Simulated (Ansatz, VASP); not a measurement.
## One calculation of ZnSe, two programs

```
Zn Se
1.0
     0.00000    2.86583    2.86583
     2.86583    0.00000    2.86583
     2.86583    2.86583    0.00000
Zn Se
1 1
Direct
  0.00000 0.00000 0.00000
  0.75000 0.75000 0.75000
```

Alike in both runs: functional PBE; k mesh 8 × 8 × 8; occupations gaussian, width 0.02 eV; no spin polarisation.

Ansatz relaxed the structure, and its values are those at the end. VASP's run is a single point on that final structure, the one shown.

```csv
,VASP,Ansatz
version,VASP 6.6.1,Ansatz 0.2.0
potentials or method,"VASP PAW PBE potentials, release 64 (Zn, Se), cutoff 520 eV","scalar-relativistic, plane waves, PAW"
valence electrons in the cell,18,28
```

|  | VASP | Ansatz | Ansatz less VASP |
| --- | --- | --- | --- |
| gap on the k mesh at the Fermi level (eV) | 1.16 | 1.15 | -0.003 |
| least direct gap on the mesh (eV) | 1.16 | 1.15 | -0.003 |
| pressure (GPa) | 0.2 | 0.0 | -0.21 |

VASP's potentials hold 18 valence electrons a cell and Ansatz's 28, so a difference there can come from the potentials and not from the codes.
